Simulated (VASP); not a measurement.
# Cd (Fd-3m) in VASP: further runs, part 2 of 2

VASP 6.6.1.

### Step 4. Single point, pbesol exchange, lda correlation

This run uses another cell than the first one, of 25.38 Å³/atom.

INCAR reads:

```
SYSTEM = Cd
PREC = Accurate
ENCUT = 500
EDIFF = 1E-6
ISMEAR = 1
SIGMA = 0.1
LREAL = .False.
LASPH = .True.
NELM = 120
ALGO = Normal
ISIF = 2
LWAVE = .False.
LCHARG = .False.
GGA = LIBXC
LIBXC1 = GGA_X_PBE_SOL
LIBXC2 = LDA_C_PW
NBANDS = 19
GGA_COMPAT = .False.
```

KPOINTS reads:

```
regular mesh
0
Gamma
  6 6 6
  0 0 0
```

POSCAR reads:

```
Cd
1.0
    0.0000000000      2.9387559895      2.9387559895
    2.9387559895      0.0000000000      2.9387559895
    2.9387559895      2.9387559895      0.0000000000
Cd
2
Direct
    1.0000000000      1.0000000000      1.0000000000
    0.2500000000      0.2500000000      0.2500000000
```

Potentials or basis: VASP PAW PBE potentials, release 64 (Cd).

Command:

```console
$ cat potpaw_PBE.64/Cd/POTCAR > POTCAR
$ mpirun -np 1 vasp_std > vasp.out
```

OUTCAR:

```text
SYSTEM = Cd
   PREC = Accurate
   ENCUT = 500
   EDIFF = 1E-6
   ISMEAR = 1
   LREAL = .False.
   LASPH = .True.
   NELM = 120
   ISIF = 2
   GGA = LIBXC

 ion  position               nearest neighbor table
   1  0.000  0.000  0.000-   2 2.55   2 2.55   2 2.55   2 2.55
   2  0.250  0.250  0.250-   1 2.55   1 2.55   1 2.55   1 2.55

  LATTYP: Found a face centered cubic cell.
 ALAT       =     5.8775119790

  Lattice vectors:

 A1 = (   0.0000000000,   2.9387559895,   2.9387559895)
[... 529 lines left out ...]
------------------------ aborting loop because EDIFF is reached ----------------------------------------

  FORCE on cell =-STRESS in cart. coord.  units (eV):
  Direction    XX          YY          ZZ          XY          YZ          ZX
  --------------------------------------------------------------------------------------
  -------------------------------------------------------------------------------------
  Total        6.5724551      6.5724551      6.5724551      0.0000000     -0.0000000      0.0000000
  in kB      207.4520022    207.4520022    207.4520022      0.0000000     -0.0000000      0.0000000
  external PRESSURE =     207.4520022 kB  Pullay stress =       0.0000000 kB

 VOLUME and BASIS-vectors are now :
 -----------------------------------------------------------------------------
  energy-cutoff  :      500.00
  volume of cell :       50.76
      direct lattice vectors                 reciprocal lattice vectors
     0.000000000  2.938755990  2.938755990    -0.170140019  0.170140019  0.170140019
     2.938755990  0.000000000  2.938755990     0.170140019 -0.170140019  0.170140019
     2.938755990  2.938755990  0.000000000     0.170140019  0.170140019 -0.170140019

 POSITION                                       TOTAL-FORCE (eV/Angst)
 -----------------------------------------------------------------------------------
      0.00000      0.00000      0.00000        -0.000000      0.000000      0.000000
      1.46938      1.46938      1.46938         0.000000     -0.000000     -0.000000
 -----------------------------------------------------------------------------------
    total drift:                                0.000000      0.000000      0.000000

  FREE ENERGIE OF THE ION-ELECTRON SYSTEM (eV)
  ---------------------------------------------------
  free  energy   TOTEN  =         0.8989446799 eV

  energy  without entropy=        0.9004343354  energy(sigma->0) =        0.89944123
```

OSZICAR:

```text
N       E                     dE             d eps       ncg     rms          rms(c)
DAV:   1     0.175442055492E+03    0.17544E+03   -0.12818E+04   616   0.120E+03
DAV:   2     0.488488456003E+01   -0.17056E+03   -0.16580E+03   626   0.325E+02
DAV:   3     0.808311189821E+00   -0.40766E+01   -0.40688E+01   679   0.583E+01
DAV:   4     0.798793382959E+00   -0.95178E-02   -0.95174E-02   675   0.270E+00
DAV:   5     0.798743283071E+00   -0.50100E-04   -0.50100E-04   665   0.172E-01    0.576E+00
DAV:   6     0.884755057882E+00    0.86012E-01   -0.17283E-01   698   0.480E+00    0.409E+00
DAV:   7     0.897682995421E+00    0.12928E-01   -0.25507E-02   650   0.139E+00    0.146E+00
DAV:   8     0.898977078395E+00    0.12941E-02   -0.33825E-03   656   0.735E-01    0.768E-02
DAV:   9     0.898961284580E+00   -0.15794E-04   -0.14668E-05   695   0.398E-02    0.218E-02
DAV:  10     0.898944601666E+00   -0.16683E-04   -0.16724E-05   675   0.308E-02    0.226E-03
DAV:  11     0.898944679881E+00    0.78215E-07   -0.12932E-07   397   0.354E-03
   1 F= 0.89894468E+00 E0= 0.89944123E+00  d E =-.148966E-02
```

Wall time 7.3 s (1 thread of AMD EPYC 9R45 (Zen 5), shared host); peak memory 0.13 GiB.

Results:

- Free energy: 0.8989 eV
- Pressure: 20.7 GPa
- Band gap on the k mesh: zero (bands 12 and 13 overlap by 7.06 eV)

Caveat: the cell stands under pressure; the PAW data sets were made with another functional, which shifts forces and pressure a little.

### Step 5. Single point, pbesol exchange, lda correlation

This run uses another cell than the first one, of 41.57 Å³/atom.

INCAR reads:

```
PREC     = Accurate       # precision mode
ENCUT    = 500            # plane-wave cutoff, eV
EDIFF    = 1E-6           # SCF threshold, eV
ISMEAR   = 1              # smearing method
SIGMA    = 0.1            # smearing width, eV
LREAL    = False          # projectors in reciprocal space
LASPH    = True           # aspherical terms in the spheres
NELM     = 120            # most SCF steps
ALGO     = Normal         # electronic algorithm
ISIF     = 2              # what is computed and relaxed
LWAVE    = False          # write WAVECAR
LCHARG   = False          # write CHGCAR
GGA      = LIBXC          # functional
LIBXC1   = GGA_X_PBE_SOL
LIBXC2   = LDA_C_PW     
NBANDS   = 19             # bands
GGA_COMPAT= False
```

KPOINTS reads:

```
Automatic mesh
0
Gamma
  6 6 6
```

POSCAR reads:

```
Cd
1.0
    0.0000000000      3.4641360221      3.4641360221
    3.4641360221      0.0000000000      3.4641360221
    3.4641360221      3.4641360221      0.0000000000
Cd
2
Direct
    1.0000000000      1.0000000000      1.0000000000
    0.2500000000      0.2500000000      0.2500000000
```

Command:

```console
$ cat potpaw_PBE.64/Cd/POTCAR > POTCAR
$ mpirun -np 1 vasp_std > vasp.out
```

Wall time 12 s (1 thread of AMD EPYC 9R45 (Zen 5), shared host); peak memory 0.17 GiB.

It converged, with:

* Free energy: -0.3671 eV
* Pressure: 0.1 GPa
* Band gap on the k mesh: zero (bands 12 and 13 overlap by 3.88 eV)

Levels at points of the mesh, in eV from the Fermi level:
```csv
k point,band 10,band 11,band 12,band 13,band 14,band 15
"(0.00, 0.00, 0.00)",-8.53,-6.05,3.58,3.68,3.68,3.68
"(0.50, 0.00, 0.00)",-8.50,-4.31,-2.38,2.33,2.33,3.41
"(0.50, 0.50, 0.00)",-8.46,-3.03,-3.03,0.84,0.84,3.45
```

Caveat: the PAW data sets were made with another functional, which shifts forces and pressure a little.

### Step 6. Summary

```csv
cell,gap on the mesh (eV),pressure (GPa)
"a = 3.831 Å, angles 60.0°, 2 atoms",none,62.6
"a = 3.955 Å, angles 60.0°, 2 atoms",none,41.7
"a = 4.156 Å, angles 60.0°, 2 atoms",none,20.7
"a = 4.899 Å, angles 60.0°, 2 atoms",none,0.1
```

Alike in all rows: task single point; level pbesol exchange, lda correlation; potentials or basis VASP PAW PBE potentials, release 64 (Cd); no spin polarisation; k mesh 6 × 6 × 6; cutoff (eV) 500; smearing methfessel-paxton 0.1 eV.

Caveats: the PAW data sets were made with another functional, which shifts forces and pressure a little; the cell stands under pressure (at least some runs).

Absolute energies hang on the potentials; compare differences alone.
